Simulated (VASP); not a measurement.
# Bi2Te3 (P-3m1) in VASP: single point with PBE

Aim: the single point of Bi2Te3 with PBE.

Everything below comes from runs of VASP 6.6.1. Logs are shortened: lines on timing, memory, paths and dates and some standing lists are left out, and cuts for length are marked.

## 1. The cell of the first run

Symmetry: P-3m1, No. 164, trigonal system. The conventional cell has a = 4.447 Å, b = 4.447 Å, c = 33.169 Å, α = 90.00°, β = 90.00°, γ = 120.00°. Bi (site symmetry 3m) has 6 Te at 3.09 to 3.29 Å within 4.1 Å. Within 4.1 Å of Bi (site symmetry 3m) lie 6 Te at 3.09 to 3.29 Å. Bi (site symmetry 3m) has 6 Te at 3.09 to 3.29 Å within 4.1 Å. Within 4.6 Å of Te (site symmetry 3m) lie 6 Bi at 3.29 Å and 12 Te at 4.45 to 4.56 Å. Within 4.6 Å of Te (site symmetry -3m) lie 6 Bi at 3.29 Å and 12 Te at 4.45 to 4.56 Å. Te (site symmetry 3m) has 3 Bi at 3.09 Å and 3 Te at 4.08 Å within 4.1 Å. Within 4.1 Å of Te (site symmetry 3m) lie 3 Bi at 3.09 Å. Within 4.1 Å of Te (site symmetry 3m) lie 3 Bi at 3.09 Å and 3 Te at 4.08 Å.

## 2. Single point, PBE (the distance across one plane changed)

Input file INCAR:

```
ALGO = Normal ; EDIFF = 1E-6
ENCUT = 520 ; GGA = PE
ISIF = 2 ; ISMEAR = 0
LASPH = True ; LCHARG = True
LELF = True ; LREAL = Auto
LVHAR = True ; LWAVE = False
NBANDS = 85 ; NELM = 60
PREC = Accurate ; SIGMA = 0.05
```

Input file KPOINTS:

```
k-points
0
Gamma
  9 9 1
```

Input file POSCAR:

```
Bi2Te3
1.0
   -4.4465493992      0.0000000000      0.0000000000
   -2.2232746996     -3.8508247389      0.0000000000
    0.0000000000      0.0000000000     33.1686732172
Bi Te
6 9
Direct
    0.6666666667      0.6666666667      0.5468902582
    1.0000000000      0.0000000000      0.2236065682
    0.3333333333      0.3333333333      0.8701739483
    0.6666666667      0.6666666667      0.7462768304
    1.0000000000      0.0000000000      0.4229931403
    0.3333333333      0.3333333333      0.0997094503
    0.6666666667      0.6666666667      0.1616580092
    0.0000000000      0.0000000000      0.8082253894
    0.3333333333      0.3333333333      0.4849416993
    0.6666666667      0.6666666667      0.3711781563
    1.0000000000      1.0000000000      0.0478944662
    0.3333333333      0.3333333333      0.6944618464
    0.6666666667      0.6666666667      0.9219889323
    1.0000000000      0.0000000000      0.5987052423
    0.3333333333      0.3333333333      0.2754215522
```

Potentials or basis: VASP PAW PBE potentials, release 64 (Bi_d, Te).

Run with:

```sh
cat potpaw_PBE.64/Bi_d/POTCAR potpaw_PBE.64/Te/POTCAR > POTCAR
mpirun -np 1 vasp_std > vasp.out
```

OUTCAR:

```text
EDIFF = 1E-6
   ENCUT = 520
   GGA = PE
   ISIF = 2
   ISMEAR = 0
   LASPH = True
   LREAL = Auto
   NELM = 60
   PREC = Accurate

 ion  position               nearest neighbor table
   1  0.667  0.667  0.547-  14 3.09  14 3.09  14 3.09   9 3.29   9 3.29   9 3.29
   2  0.000  0.000  0.224-  15 3.09  15 3.09  15 3.09   7 3.29   7 3.29   7 3.29
   3  0.333  0.333  0.870-  13 3.09  13 3.09  13 3.09   8 3.29   8 3.29   8 3.29
   4  0.667  0.667  0.746-  12 3.09  12 3.09  12 3.09   8 3.29   8 3.29   8 3.29
   5  0.000  0.000  0.423-  10 3.09  10 3.09  10 3.09   9 3.29   9 3.29   9 3.29
   6  0.333  0.333  0.100-  11 3.09  11 3.09  11 3.09   7 3.29   7 3.29   7 3.29
   7  0.667  0.667  0.162-   6 3.29   6 3.29   6 3.29   2 3.29   2 3.29   2 3.29
   8  0.000  0.000  0.808-   3 3.29   3 3.29   3 3.29   4 3.29   4 3.29   4 3.29
   9  0.333  0.333  0.485-   1 3.29   1 3.29   1 3.29   5 3.29   5 3.29   5 3.29
  10  0.667  0.667  0.371-   5 3.09   5 3.09   5 3.09
  11  0.000  0.000  0.048-   6 3.09   6 3.09   6 3.09
  12  0.333  0.333  0.694-   4 3.09   4 3.09   4 3.09
  13  0.667  0.667  0.922-   3 3.09   3 3.09   3 3.09
  14  0.000  0.000  0.599-   1 3.09   1 3.09   1 3.09
  15  0.333  0.333  0.275-   2 3.09   2 3.09   2 3.09

  LATTYP: Found a hexagonal cell.
 ALAT       =     4.4465493992
 C/A-ratio  =     7.4594185827

  Lattice vectors:

 A1 = (   2.2232746996,   3.8508247389,   0.0000000000)
 A2 = (  -4.4465493992,   0.0000000000,   0.0000000000)
 A3 = (   0.0000000000,   0.0000000000,  33.1686732172)

Analysis of symmetry for initial positions (statically):
=====================================================================
 Subroutine PRICEL returns:
 Original cell was already a primitive cell.

 Routine SETGRP: Setting up the symmetry group for a
 hexagonal supercell.

 Subroutine GETGRP returns: Found 12 space group operations
 (whereof  6 operations were pure point group operations)
 out of a pool of 24 trial point group operations.

The static configuration has the point symmetry C_3v.
 The point group associated with its full space group is D_3d.

Analysis of symmetry for dynamics (positions and initial velocities):
=====================================================================
 Subroutine PRICEL returns:
 Original cell was already a primitive cell.

 Routine SETGRP: Setting up the symmetry group for a
 hexagonal supercell.

 Subroutine GETGRP returns: Found 12 space group operations
 (whereof  6 operations were pure point group operations)
 out of a pool of 24 trial point group operations.

The dynamic configuration has the point symmetry C_3v.
 The point group associated with its full space group is D_3d.

 Subroutine INISYM returns: Found 12 space group operations
 (whereof  6 operations are pure point group operations),
 and found     1 'primitive' translations

----------------------------------------------------------------------------------------

                                     Primitive cell

  volume of cell :     567.9433

  direct lattice vectors                    reciprocal lattice vectors
    -4.446549399  0.000000000  0.000000000    -0.224893487  0.129842315  0.000000000
    -2.223274700 -3.850824739  0.000000000     0.000000000 -0.259684631  0.000000000
     0.000000000  0.000000000 33.168673217     0.000000000  0.000000000  0.030148930

  length of vectors
     4.446549399  4.446549399 33.168673217     0.259684631  0.259684631  0.030148930

  position of ions in fractional coordinates (direct lattice)
     0.666666667  0.666666667  0.546890258
     0.000000000  0.000000000  0.223606568
     0.333333333  0.333333333  0.870173948
     0.666666667  0.666666667  0.746276830
     0.000000000  0.000000000  0.422993140
     0.333333333  0.333333333  0.099709450
     0.666666667  0.666666667  0.161658009
     0.000000000  0.000000000  0.808225389
     0.333333333  0.333333333  0.484941699
     0.666666667  0.666666667  0.371178156
     0.000000000  0.000000000  0.047894466
[... 34 lines left out ...]
    -0.024988165  0.014426924  0.000000000     0.111111111  0.000000000  0.000000000
     0.000000000 -0.028853848  0.000000000     0.000000000  0.111111111  0.000000000
     0.000000000  0.000000000  0.030148930     0.000000000  0.000000000  1.000000000

  Length of vectors
     0.028853848  0.028853848  0.030148930

  Shift w.r.t. Gamma in fractional coordinates (k-lattice)
     0.000000000  0.000000000  0.000000000

 Subroutine IBZKPT returns following result:
 ===========================================

 Found     12 irreducible k-points:

 Following reciprocal coordinates:
            Coordinates               Weight
  0.000000  0.000000  0.000000      1.000000
  0.111111  0.000000  0.000000      6.000000
  0.222222  0.000000  0.000000      6.000000
  0.333333 -0.000000  0.000000      6.000000
  0.444444  0.000000  0.000000      6.000000
  0.222222  0.111111  0.000000      6.000000
  0.333333  0.111111  0.000000     12.000000
  0.444444  0.111111  0.000000     12.000000
 -0.444444  0.111111  0.000000      6.000000
  0.444444  0.222222  0.000000      6.000000
 -0.444444  0.222222  0.000000     12.000000
 -0.333333  0.333333  0.000000      2.000000
   k-points           NKPTS =     12   k-points in BZ     NKDIM =     12   number of bands    NBANDS=     85
   number of dos      NEDOS =    301   number of ions     NIONS =     15
   total plane-waves  NPLWV = 324000
   dimension x,y,z NGX =    36 NGY =   36 NGZ =  250
   dimension x,y,z NGXF=    72 NGYF=   72 NGZF=  500
   ions per type =               6   9
   NGX,Y,Z   is equivalent  to a cutoff of  13.46, 13.46, 12.53 a.u.
   NGXF,Y,Z  is equivalent  to a cutoff of  26.92, 26.92, 25.06 a.u.
 SYSTEM =  unknown system
   PREC   = accura    normal or accurate (medium, high low for compatibility)
   ISTART =      0    job   : 0-new  1-cont  2-samecut
   ICHARG =      2    charge: 1-file 2-atom 10-const
   ISPIN  =      1    spin polarized calculation?
   LNONCOLLINEAR =      F non collinear calculations
   LSORBIT =      F    spin-orbit coupling
   LASPH  =      T    aspherical Exc in radial PAW
   ENCUT  =  520.0 eV  38.22 Ry    6.18 a.u.   8.27  8.27 61.67*2*pi/ulx,y,z
   NELM   =     60;   NELMIN=  2; NELMDL= -5     # of ELM steps
   EDIFF  = 0.1E-05   stopping-criterion for ELM
   LREAL  =      T    real-space projection
   EDIFFG = 0.1E-04   stopping-criterion for IOM
   NSW    =      0    number of steps for IOM
   IBRION =     -1    ionic relax: 0-MD 1-quasi-New 2-CG
   NFREE  =      0    steps in history (QN), initial steepest desc. (CG)
   ISIF   =      2    stress and relaxation
   ISYM   =      2    0-nonsym 1-usesym 2-fastsym
   POTIM  = 0.5000    time-step for ionic-motion
   TEBEG  =    0.0;   TEEND  =   0.0 temperature during run
   PSTRESS=    0.0 pullay stress
   NELECT =     144.0000    total number of electrons
   NUPDOWN=      -1.0000    fix difference up-down
   EMIN   =  10.00;   EMAX   =-10.00  energy-range for DOS
   EFERMI =   0.00;   METHOD = LEGACY
   ISMEAR =     0;   SIGMA  =   0.05  broadening in eV -4-tet -1-fermi 0-gaus
   EFERMI_NEDOS =   21; number of points for ismear=-14 and -15
   IALGO  =     38    algorithm
   IMIX   =      4    mixing-type and parameters
     AMIX     =   0.40;   BMIX     =  1.00
     AMIX_MAG =   1.60;   BMIX_MAG =  1.00
  volume/ion in A,a.u.               =      37.86       255.51
  Fermi-wavevector in a.u.,A,eV,Ry     =   1.036161  1.958061 14.607624  1.073630
  Thomas-Fermi vector in A             =   2.170539
   LORBIT       =      0    0 simple, 1 ext, 2 COOP (PROOUT), +10 PAW based schemes
   GGA     = PE    functional components
   LHFCALC =     F    Hartree Fock is set to
   AEXX    =    0.0000 exact exchange contribution
   IVDW    =     0    specifies the selected vdW correction
   LEPSILON=     F    determine dielectric tensor
   LRPA    =     F    only Hartree local field effects (RPA)
 non-spin polarized calculation
 Gauss-broadening in eV      SIGMA  =   0.05
  energy-cutoff  :      520.00
  volume of cell :      567.94
 maximum number of plane-waves:     15325
 NGX is ok and might be reduce to    36
   NGX = 17   NGY = 17   NGZ =123

 number of electron     144.0000022 magnetization

 Free energy of the ion-electron system (eV)
  ---------------------------------------------------
  ext. energy  EPLUGINS =         0.00000000
  ---------------------------------------------------
  free energy    TOTEN  =       -55.20483841 eV

  energy without entropy =      -55.20483841  energy(sigma->0) =      -55.20483841

 E-fermi :   4.8538     XC(G=0):  -8.7295

 val. band max:        4.6285635250   @ k =   0.0000   0.0000   0.0000
 cond. band min:       5.2364895124   @ k =   0.0000   0.0000   0.0000
 fundamental gap:      0.6079259874
 Fermi energy:         4.8538029129

 k-point     1 :       0.0000    0.0000    0.0000
  band No.  band energies     occupation
      1     -18.2331      2.00000
      2     -18.2331      2.00000
      3     -18.2330      2.00000
      4     -18.2330      2.00000
      5     -18.2298      2.00000
      6     -18.2298      2.00000
[... 1033 lines left out ...]
     83       8.2879      0.00000
     84       8.3035      0.00000
 [bands above 84 left out]

------------------------ aborting loop because EDIFF is reached ----------------------------------------

  FORCE on cell =-STRESS in cart. coord.  units (eV):
  Direction    XX          YY          ZZ          XY          YZ          ZX
  --------------------------------------------------------------------------------------
  -------------------------------------------------------------------------------------
  Total       -0.4402459     -0.4402459     -0.3086231      0.0000000      0.0000000      0.0000000
  in kB       -1.2419408     -1.2419408     -0.8706307      0.0000000      0.0000000      0.0000000
  external PRESSURE =      -1.1181708 kB  Pullay stress =       0.0000000 kB

 VOLUME and BASIS-vectors are now :
 -----------------------------------------------------------------------------
  energy-cutoff  :      520.00
  volume of cell :      567.94
      direct lattice vectors                 reciprocal lattice vectors
    -4.446549399  0.000000000  0.000000000    -0.224893487  0.129842315  0.000000000
    -2.223274700 -3.850824739  0.000000000     0.000000000 -0.259684631  0.000000000
     0.000000000  0.000000000 33.168673217     0.000000000  0.000000000  0.030148930

 POSITION                                       TOTAL-FORCE (eV/Angst)
 -----------------------------------------------------------------------------------
     -4.44655     -2.56722     18.13962         0.000000     -0.000000     -0.005305
      0.00000      0.00000      7.41673        -0.000000      0.000000     -0.008348
     -2.22327     -1.28361     28.86252        -0.000000      0.000000      0.039648
     -4.44655     -2.56722     24.75301         0.000000     -0.000000      0.008348
      0.00000      0.00000     14.03012        -0.000000     -0.000000      0.005305
     -2.22327     -1.28361      3.30723        -0.000000      0.000000     -0.039648
     -4.44655     -2.56722      5.36198        -0.000000     -0.000000      0.004671
      0.00000      0.00000     26.80776         0.000000     -0.000000     -0.004671
     -2.22327     -1.28361     16.08487        -0.000000     -0.000000      0.000000
     -4.44655     -2.56722     12.31149         0.000000     -0.000000     -0.017548
      0.00000      0.00000      1.58860         0.000000     -0.000000      0.018931
     -2.22327     -1.28361     23.03438         0.000000      0.000000     -0.016110
     -4.44655     -2.56722     30.58115         0.000000      0.000000     -0.018931
      0.00000      0.00000     19.85826         0.000000      0.000000      0.017548
     -2.22327     -1.28361      9.13537        -0.000000     -0.000000      0.016110
 -----------------------------------------------------------------------------------
    total drift:                                0.000000      0.000000      0.000013

  FREE ENERGIE OF THE ION-ELECTRON SYSTEM (eV)
  ---------------------------------------------------
  free  energy   TOTEN  =       -55.2048384056 eV

  energy  without entropy=      -55.2048384056  energy(sigma->0) =      -55.20483841
```

It took 11 min on 1 thread of Intel Xeon 6975P-C (Granite Rapids), shared host; peak memory 0.83 GiB.

What came out:

* Free energy: -55.2048 eV
* Pressure: -0.1 GPa
* Largest force: 0.040 eV/Å
* Band gap on the k mesh: 0.61 eV

Forces on the atoms (eV/Å):
```
Bi   0.000  0.000 -0.005
Bi   0.000  0.000 -0.008
Bi   0.000  0.000  0.040
Bi   0.000  0.000  0.008
Bi   0.000  0.000  0.005
Bi   0.000  0.000 -0.040
Te   0.000  0.000  0.005
Te   0.000  0.000 -0.005
Te   0.000  0.000  0.000
Te   0.000  0.000 -0.018
Te   0.000  0.000  0.019
Te   0.000  0.000 -0.016
Te   0.000  0.000 -0.019
Te   0.000  0.000  0.018
Te   0.000  0.000  0.016
```

Caveat: the cell differs from its parent crystal (the distance across one plane changed); spin-orbit coupling is left out, which moves the levels of the heavy elements; this functional lacks dispersion, which binds layers or chains, so the pressure and a relaxed spacing across them are unreliable. A k mesh can miss the band edges.
